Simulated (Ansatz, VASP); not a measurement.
## Mg in VASP and in Ansatz

```
Mg
1.0
     3.15550    0.00000    0.00000
    -1.57775    2.73275    0.00000
     0.00000    0.00000   10.24961
Mg
4
Direct
  0.66667 0.33333 0.75000
  0.00000 0.00000 0.50000
  0.33333 0.66667 0.25000
  0.00000 0.00000 0.00000
```

Change from the starting cell: volume scaled by 0.98.

Alike in both runs: task single point; functional LDA; k mesh 10 × 10 × 3; occupations fermi-dirac, width 0.05 eV; no spin polarisation.

```csv
,VASP,Ansatz
version,VASP 6.6.1,Ansatz 0.2.0
potentials or method,"VASP PAW LDA potentials, release 64 (Mg), cutoff 520 eV","all-electron LAPW, scalar-relativistic"
```

Ansatz gave:

```
gap on the k mesh at the Fermi level (eV)                     : none
pressure (GPa)                                                : -0.6
traceless stress, the component that is largest in VASP (GPa) : 0.68
```

**Question.** What did VASP give for the same quantities?

**Answer.** gap on the k mesh at the Fermi level (eV): none; pressure (GPa): -0.9; traceless stress, the component that is largest in VASP (GPa): 0.67.

LDA's correlation is that of Perdew and Zunger in VASP and of Perdew and Wang (1992) in Ansatz. A gap of «none» marks a metal or a gap that the smearing closes. Ansatz ran all-electron here, and VASP with PAW potentials.
